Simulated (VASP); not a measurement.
Here is a VASP 6.6.1 calculation.

INCAR

```
PREC = Accurate
ENCUT = 520
EDIFF = 1E-6
ISMEAR = -1
SIGMA = 0.05
LREAL = F
LASPH = T
NELM = 100
ALGO = Normal
ISIF = 2
LWAVE = F
LCHARG = T
ISPIN = 2
MAGMOM = 0 0 4 1 0 0 0 0 0 0
LORBIT = 11
LMAXMIX = 6
GGA = PE
LVHAR = T
KPAR = 4
```

File KPOINTS:

```
regular mesh
0
Gamma
  6 6 5
```

Contents of POSCAR:

```
NaLaMnMoO6
1.0
    5.1093400000     -0.0066900000      0.0105600000
   -0.2394500000      5.6892500000      0.0070300000
   -0.9289900000     -2.8254200000      5.1188400000
Na La Mn Mo O
1 1 1 1 6
Direct
    0.4077600000      0.3808600000      0.0751900000
    0.0369000000      0.6632500000      0.6859800000
    0.4427100000      0.0426800000      0.4063800000
    0.9025100000      0.9638700000      0.3044200000
    0.7362700000      0.6956900000      0.9941700000
    0.7228800000      0.9184600000      0.5529900000
    0.7011200000      0.2736800000      0.3729200000
    0.1922400000      0.7532500000      0.3666000000
    0.1792600000      0.0336500000      0.1167200000
    0.2003400000      0.2746200000      0.6319700000
```

Potentials or basis: VASP PAW PBE potentials, release 64 (Na_pv, La, Mn_pv, Mo_sv, O).

Run with:

```console
$ cat potpaw_PBE.64/Na_pv/POTCAR potpaw_PBE.64/La/POTCAR potpaw_PBE.64/Mn_pv/POTCAR potpaw_PBE.64/Mo_sv/POTCAR potpaw_PBE.64/O/POTCAR > POTCAR
$ mpirun -np 4 vasp_std > vasp.out
```

Q: What does it give for the site moments?

A: Na +0.00; La +0.02; Mn +3.03; Mo -0.31; O +0.02, +0.00, -0.00, +0.01, +0.07 (each value once) μB.

Q: What does it give for the pressure?

A: 0.2 GPa.

Stress tensor (GPa, compression positive):
```
 0.34  0.00  0.04
 0.00  0.18 -0.02
 0.04 -0.02  0.18
```

Caveat: a cell with one magnetic atom can't hold antiferromagnetic order, which such compounds often take.
